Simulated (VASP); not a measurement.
# AlAs (I-4m2) in VASP: single point with r2SCAN

Aim: the single point of AlAs with r2SCAN.

Program: VASP 6.6.1. These are calculated values, not measurements. Logs are shortened: lines on timing, memory, paths and dates and some standing lists are left out, and cuts for length are marked.

**1. The cell of the first run**

The structure is tetragonal, space group I-4m2 (No. 119). Conventional cell: a = 4.009 Å, b = 4.009 Å, c = 5.685 Å, α = 90.00°, β = 90.00°, γ = 90.00°. Within 3.2 Å of Al (site symmetry -4m2) lie 4 As at 2.46 Å. As (site symmetry -4m2) has 4 Al at 2.46 Å within 3.2 Å.

**2. Single point, r2SCAN, non-collinear spin, zero start, spin-orbit coupling**

Input file POSCAR:

```
AlAs
1.0
    0.0000000000      2.8349715501      2.8424384757
    2.8349715501      0.0000000000      2.8424384757
    2.8349715501      2.8349715501      0.0000000000
Al As
1 1
Direct
    0.0000000000      0.0000000000      0.0000000000
    0.2500000000      0.2500000000      0.2500000000
```

Input file INCAR.step1:

```
SYSTEM = AlAs
PREC = Accurate ; ENCUT = 550
ISMEAR = 0 ; SIGMA = 0.01
LREAL = .False. ; LASPH = .True.
NELM = 200 ; MAGMOM = 0 0 0 0 0 0
LSORBIT = .True. ; GGA_COMPAT = .False.
NBANDS = 20 ; GGA = PE
ALGO = Normal ; EDIFF = 1E-5
LWAVE = .True. ; LCHARG = .False.
```

Input file INCAR.step2:

```
SYSTEM = AlAs
PREC = Accurate ; ENCUT = 550
EDIFF = 1E-6 ; ISMEAR = 0
SIGMA = 0.01 ; LREAL = .False.
LASPH = .True. ; NELM = 200
ALGO = Normal ; ISIF = 2
LWAVE = .False. ; LCHARG = .False.
MAGMOM = 0 0 0 0 0 0 ; LORBIT = 11
LSORBIT = .True. ; GGA_COMPAT = .False.
LORBMOM = .True. ; METAGGA = R2SCAN
LMIXTAU = .True. ; NBANDS = 20
ISTART = 1
```

Input file KPOINTS:

```
regular mesh
0
Gamma
  8 8 8
  0 0 0
```

Potentials or basis: VASP PAW PBE potentials, release 64 (Al, As).

The run is started by

```sh
> cat potpaw_PBE.64/Al/POTCAR potpaw_PBE.64/As/POTCAR > POTCAR
> cp INCAR.step1 INCAR
> mpirun -np 1 vasp_ncl > vasp.out
> cp INCAR.step2 INCAR
> mpirun -np 1 vasp_ncl > vasp.out
```

OUTCAR:

```text
SYSTEM = AlAs
   PREC = Accurate
   ENCUT = 550
   EDIFF = 1E-6
   ISMEAR = 0
   LREAL = .False.
   LASPH = .True.
   NELM = 200
   ISIF = 2
   LORBIT = 11
   LSORBIT = .True.
   METAGGA = R2SCAN
   ISTART = 1

 ion  position               nearest neighbor table
   1  0.000  0.000  0.000-   2 2.46   2 2.46   2 2.46   2 2.46
   2  0.250  0.250  0.250-   1 2.46   1 2.46   1 2.46   1 2.46

  LATTYP: Found a body centered tetragonal cell.
 ALAT       =     4.0092552151
 C/A-ratio  =     1.4179384066

  Lattice vectors:

 A1 = (  -2.8349715501,   0.0000000000,   2.8424384757)
 A2 = (   2.8349715501,   0.0000000000,   2.8424384757)
 A3 = (   0.0000000000,   2.8349715501,  -2.8424384757)

Analysis of symmetry for initial positions (statically):
=====================================================================
 Subroutine PRICEL returns:
 Original cell was already a primitive cell.

 Routine SETGRP: Setting up the symmetry group for a
 body centered tetragonal supercell.

 Subroutine GETGRP returns: Found  8 space group operations
 (whereof  8 operations were pure point group operations)
 out of a pool of 16 trial point group operations.

The static configuration has the point symmetry D_2d.

Analysis of symmetry for dynamics (positions and initial velocities):
=====================================================================
 Subroutine PRICEL returns:
 Original cell was already a primitive cell.

 Routine SETGRP: Setting up the symmetry group for a
 body centered tetragonal supercell.

 Subroutine GETGRP returns: Found  8 space group operations
 (whereof  8 operations were pure point group operations)
 out of a pool of 16 trial point group operations.

The dynamic configuration has the point symmetry D_2d.

Analysis of structural, dynamic, and magnetic symmetry:
=====================================================================
 Subroutine PRICEL returns:
 Original cell was already a primitive cell.

 Routine SETGRP: Setting up the symmetry group for a
 body centered tetragonal supercell.

 Subroutine GETGRP returns: Found  8 space group operations
 (whereof  8 operations were pure point group operations)
 out of a pool of 16 trial point group operations.

The overall configuration has the point symmetry D_2d.

 Subroutine INISYM returns: Found  8 space group operations
 (whereof  8 operations are pure point group operations),
 and found     1 'primitive' translations

----------------------------------------------------------------------------------------

                                     Primitive cell

  volume of cell :      45.6897

  direct lattice vectors                    reciprocal lattice vectors
     0.000000000  2.834971550  2.842438476    -0.176368613  0.176368613  0.175905303
     2.834971550  0.000000000  2.842438476     0.176368613 -0.176368613  0.175905303
     2.834971550  2.834971550  0.000000000     0.176368613  0.176368613 -0.175905303

  length of vectors
     4.014538601  4.014538601  4.009255215     0.305212141  0.305212141  0.305212141

  position of ions in fractional coordinates (direct lattice)
     0.000000000  0.000000000  0.000000000
     0.250000000  0.250000000  0.250000000

  ion indices of the primitive-cell ions
   primitive index   ion index
                 1           1
                 2           2

----------------------------------------------------------------------------------------

 KPOINTS: regular mesh

Automatic generation of k-mesh.
 Grid dimensions read from file:
 generate k-points for:    8    8    8

 Generating k-lattice:

  Cartesian coordinates                     Fractional coordinates (reciprocal lattice)
    -0.022046077  0.022046077  0.021988163     0.125000000  0.000000000  0.000000000
     0.022046077 -0.022046077  0.021988163     0.000000000  0.125000000  0.000000000
     0.022046077  0.022046077 -0.021988163     0.000000000  0.000000000  0.125000000

  Length of vectors
     0.038151518  0.038151518  0.038151518

  Shift w.r.t. Gamma in fractional coordinates (k-lattice)
     0.000000000  0.000000000  0.000000000

 Subroutine IBZKPT returns following result:
 ===========================================

 Found     87 irreducible k-points:

 Following reciprocal coordinates:
            Coordinates               Weight
  0.000000  0.000000  0.000000      1.000000
[... 41 lines left out ...]
   NELM   =    200;   NELMIN=  2; NELMDL=  0     # of ELM steps
   EDIFF  = 0.1E-05   stopping-criterion for ELM
   LREAL  =      F    real-space projection
   EDIFFG = 0.1E-04   stopping-criterion for IOM
   NSW    =      0    number of steps for IOM
   IBRION =     -1    ionic relax: 0-MD 1-quasi-New 2-CG
   NFREE  =      0    steps in history (QN), initial steepest desc. (CG)
   ISIF   =      2    stress and relaxation
   ISYM   =      2    0-nonsym 1-usesym 2-fastsym
   POTIM  = 0.5000    time-step for ionic-motion
   TEBEG  =    0.0;   TEEND  =   0.0 temperature during run
   PSTRESS=    0.0 pullay stress
   NELECT =       8.0000    total number of electrons
   NUPDOWN=      -1.0000    fix difference up-down
   EMIN   =  10.00;   EMAX   =-10.00  energy-range for DOS
   EFERMI =   0.00;   METHOD = LEGACY
   ISMEAR =     0;   SIGMA  =   0.01  broadening in eV -4-tet -1-fermi 0-gaus
   EFERMI_NEDOS =   21; number of points for ismear=-14 and -15
   IALGO  =     38    algorithm
   IMIX   =      4    mixing-type and parameters
     AMIX     =   0.40;   BMIX     =  1.00
     AMIX_MAG =   1.60;   BMIX_MAG =  1.00
  volume/ion in A,a.u.               =      22.84       154.16
  Fermi-wavevector in a.u.,A,eV,Ry     =   0.915866  1.730736 11.412713  0.838811
  Thomas-Fermi vector in A             =   2.040656
   LORBIT       =     11    0 simple, 1 ext, 2 COOP (PROOUT), +10 PAW based schemes
   METAGGA = R2SCAN    functional components
   LHFCALC =     F    Hartree Fock is set to
   AEXX    =    0.0000 exact exchange contribution
   IVDW    =     0    specifies the selected vdW correction
   LEPSILON=     F    determine dielectric tensor
   LRPA    =     F    only Hartree local field effects (RPA)
 Gauss-broadening in eV      SIGMA  =   0.01
  energy-cutoff  :      550.00
  volume of cell :       45.69
 maximum number of plane-waves:      2726
   NGX = 15   NGY = 15   NGZ = 15

 number of electron       8.0000001 magnetization      -0.0000000      0.0000000      0.0000000

 number of electron       8.0000001 magnetization       0.0000000     -0.0000000     -0.0000000

 Free energy of the ion-electron system (eV)
  ---------------------------------------------------
  ext. energy  EPLUGINS =         0.00000000
  ---------------------------------------------------
  free energy    TOTEN  =       -22.70624101 eV

  energy without entropy =      -22.70624101  energy(sigma->0) =      -22.70624101

 E-fermi :   3.7893     XC(G=0):  -9.4194

 val. band max:        3.7029631606   @ k =   0.0000   0.0000   0.0000
 cond. band min:       5.4005146593   @ k =   0.5000   0.0000   0.5000
 fundamental gap:      1.6975514988
 Fermi energy:         3.7892752863

 k-point     1 :       0.0000    0.0000    0.0000
  band No.  band energies     occupation
      1      -8.6739      1.00000
      2      -8.6739      1.00000
      3       3.4055      1.00000
      4       3.4055      1.00000
      5       3.6940      1.00000
      6       3.6940      1.00000
[... 541 lines left out ...]
     19      15.7675      0.00000
     20      15.7730      0.00000

 [... further k-points ...]
[... 5 lines left out ...]
  --------------------------------------------------------------------------------------
  -------------------------------------------------------------------------------------
  Total        0.0383398      0.0383398     -0.0080958      0.0000000      0.0000000      0.0000000
  in kB        1.3444427      1.3444427     -0.2838902      0.0000000      0.0000000      0.0000000
  external PRESSURE =       0.8016650 kB  Pullay stress =       0.0000000 kB

 VOLUME and BASIS-vectors are now :
 -----------------------------------------------------------------------------
  energy-cutoff  :      550.00
  volume of cell :       45.69
      direct lattice vectors                 reciprocal lattice vectors
     0.000000000  2.834971550  2.842438476    -0.176368613  0.176368613  0.175905303
     2.834971550  0.000000000  2.842438476     0.176368613 -0.176368613  0.175905303
     2.834971550  2.834971550  0.000000000     0.176368613  0.176368613 -0.175905303

 POSITION                                       TOTAL-FORCE (eV/Angst)
 -----------------------------------------------------------------------------------
      0.00000      0.00000      0.00000        -0.000000     -0.000000     -0.000000
      1.41749      1.41749      1.42122         0.000000      0.000000      0.000000
 -----------------------------------------------------------------------------------
    total drift:                                0.000000      0.000000      0.000000

  FREE ENERGIE OF THE ION-ELECTRON SYSTEM (eV)
  ---------------------------------------------------
  free  energy   TOTEN  =       -22.7062410135 eV

  energy  without entropy=      -22.7062410135  energy(sigma->0) =      -22.70624101

 orbital moment (x)

 # of ion     p       d       tot
 ----------------------------------------
  1        -0.000   0.000  -0.000
  2         0.000  -0.000   0.000
 ----------------------------------------
            0.000  -0.000   0.000

 orbital moment (y)

 # of ion     p       d       tot
 ----------------------------------------
  1         0.000   0.000   0.000
  2         0.000  -0.000  -0.000
 ----------------------------------------
            0.000  -0.000   0.000

 orbital moment (z)

 # of ion     p       d       tot
 ----------------------------------------
  1         0.000   0.000   0.000
  2         0.000  -0.000  -0.000
 ----------------------------------------
            0.000  -0.000   0.000

 Spin-Orbit-Coupling matrix elements

 Ion:    1  E_soc:     -0.0001721
 l=   1
     0.0000000    -0.0000287    -0.0000287
    -0.0000287     0.0000000    -0.0000287
    -0.0000287    -0.0000287     0.0000000
 l=   2
     0.0000000     0.0000000     0.0000000     0.0000000     0.0000000
     0.0000000     0.0000000     0.0000000     0.0000000     0.0000000
     0.0000000     0.0000000     0.0000000     0.0000000     0.0000000
     0.0000000     0.0000000     0.0000000     0.0000000     0.0000000
     0.0000000     0.0000000     0.0000000     0.0000000     0.0000000
 l=   3
     0.0000000     0.0000000     0.0000000     0.0000000     0.0000000     0.0000000     0.0000000
     0.0000000     0.0000000     0.0000000     0.0000000     0.0000000     0.0000000     0.0000000
     0.0000000     0.0000000     0.0000000     0.0000000     0.0000000     0.0000000     0.0000000
     0.0000000     0.0000000     0.0000000     0.0000000     0.0000000     0.0000000     0.0000000
     0.0000000     0.0000000     0.0000000     0.0000000     0.0000000     0.0000000     0.0000000
     0.0000000     0.0000000     0.0000000     0.0000000     0.0000000     0.0000000     0.0000000
     0.0000000     0.0000000     0.0000000     0.0000000     0.0000000     0.0000000     0.0000000

 Ion:    2  E_soc:     -0.0216542
 l=   1
     0.0000000    -0.0036000    -0.0036026
    -0.0036000     0.0000000    -0.0036000
    -0.0036026    -0.0036000     0.0000000
 l=   2
     0.0000000    -0.0000040     0.0000000    -0.0000040    -0.0000041
    -0.0000040     0.0000000    -0.0000031    -0.0000040    -0.0000010
     0.0000000    -0.0000031     0.0000000    -0.0000031     0.0000000
    -0.0000040    -0.0000040    -0.0000031     0.0000000    -0.0000010
    -0.0000041    -0.0000010     0.0000000    -0.0000010     0.0000000
 l=   3
     0.0000000     0.0000000     0.0000000     0.0000000     0.0000000     0.0000000     0.0000000
     0.0000000     0.0000000     0.0000000     0.0000000     0.0000000     0.0000000     0.0000000
     0.0000000     0.0000000     0.0000000     0.0000000     0.0000000     0.0000000     0.0000000
     0.0000000     0.0000000     0.0000000     0.0000000     0.0000000     0.0000000     0.0000000
     0.0000000     0.0000000     0.0000000     0.0000000     0.0000000     0.0000000     0.0000000
     0.0000000     0.0000000     0.0000000     0.0000000     0.0000000     0.0000000     0.0000000
     0.0000000     0.0000000     0.0000000     0.0000000     0.0000000     0.0000000     0.0000000

 total charge

# of ion       s       p       d       tot
------------------------------------------
    1        0.398   0.376   0.000   0.774
    2        1.188   1.731   0.025   2.945
--------------------------------------------------
tot          1.587   2.107   0.025   3.719

 magnetization (x)

# of ion       s       p       d       tot
------------------------------------------
    1        0.000   0.000   0.000   0.000
    2        0.000   0.000   0.000   0.000
--------------------------------------------------
tot          0.000   0.000   0.000   0.000

 magnetization (y)

# of ion       s       p       d       tot
------------------------------------------
    1        0.000  -0.000   0.000  -0.000
    2        0.000   0.000   0.000   0.000
--------------------------------------------------
tot          0.000  -0.000   0.000  -0.000

 magnetization (z)

# of ion       s       p       d       tot
------------------------------------------
    1        0.000   0.000   0.000   0.000
    2        0.000  -0.000   0.000  -0.000
--------------------------------------------------
tot          0.000   0.000   0.000   0.000
```

It took 18 min on 1 thread of Oxide Virtual Turin-like, shared host; peak memory 0.41 GiB.

Results:

- Free energy: -22.7062 eV
- Pressure: 0.1 GPa
- Net moment: 0.00 μB per cell
- Valence electrons inside the program's atomic spheres: Al 0.77; As 2.94

Stress tensor (GPa, compression positive):
```
 0.13  0.00  0.00
 0.00  0.13  0.00
 0.00  0.00 -0.03
```

Moments on the atoms (μB; x, y, z):
```
Al  0.00 0.00 0.00
As  0.00 0.00 0.00
```

Caveat: the PAW data sets were made with another functional, which shifts forces and pressure a little.
